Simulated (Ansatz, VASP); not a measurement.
Be: VASP beside Ansatz

```
CELL_PARAMETERS angstrom
2.23257 0.00000 0.00000
-1.11629 1.93347 0.00000
0.00000 0.00000 3.52916
ATOMIC_POSITIONS crystal
Be 0.31762 0.66667 0.25000
Be 0.68238 0.33333 0.75000
```

Change from the starting cell: mode 4 frozen in at -0.035 Å, equal normal strain along x, y and z +0.0083.

Alike in both runs: task single point; functional PBE; dispersion D3(BJ); k mesh 24 × 24 × 12; occupations gaussian, width 0.15 eV; no spin polarisation.

|  | VASP | Ansatz |
| --- | --- | --- |
| version | VASP 6.6.1 | Ansatz 0.2.0 |
| potentials or method | VASP PAW PBE potentials, release 64 (Be), cutoff 520 eV | scalar-relativistic, plane waves, PAW |
| valence electrons in the cell | 4 | 4 |

Ansatz gave:

| Property | Result |
| --- | --- |
| gap on the k mesh at the Fermi level (eV) | none |
| pressure (GPa) | -3.1 |
| traceless stress, the component that is largest in VASP (GPa) | 2.13 |
| rms of the force components (eV/Å) | 0.152 |

Task: Estimate VASP's values.

Result: gap on the k mesh at the Fermi level (eV): none; pressure (GPa): -2.9; traceless stress, the component that is largest in VASP (GPa): 2.14; rms of the force components (eV/Å): 0.152.

Atom by atom the forces differ by 0.000 eV/Å (rms over components). A gap of «none» marks a metal or a gap that the smearing closes.
